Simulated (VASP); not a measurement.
KF:

```
K F
1.0
     3.65993    0.00000    0.00000
    -1.82997    3.16960    0.00000
     0.00000    0.00000    6.47881
K F
2 2
Direct
  0.00000 0.00000 0.00000
  0.00000 0.00000 0.50000
  0.33333 0.66667 0.25000
  0.66667 0.33333 0.75000
```

Program: VASP 6.6.1. Alike in all runs: task single point; no spin polarisation; cell as given; cutoff (eV) 520; smearing gaussian 0.01 eV.

Task: Order these runs on this cell by their pressure, lowest first.
A. level r2SCAN; potentials or basis VASP PAW PBE potentials, release 64 (K_sv, F); k mesh 12 × 12 × 4
B. level PBE; potentials or basis VASP PAW PBE potentials, release 64 (K_sv, F); k mesh 6 × 6 × 2
C. level LDA; potentials or basis VASP PAW LDA potentials, release 64 (K_sv, F); k mesh 12 × 12 × 4

Result: C (-3.0 GPa), A (0.0 GPa), B (2.0 GPa).

Caveats: some runs use coarse meshes; the PAW data sets were made with another functional, which shifts forces and pressure a little (at least some runs).
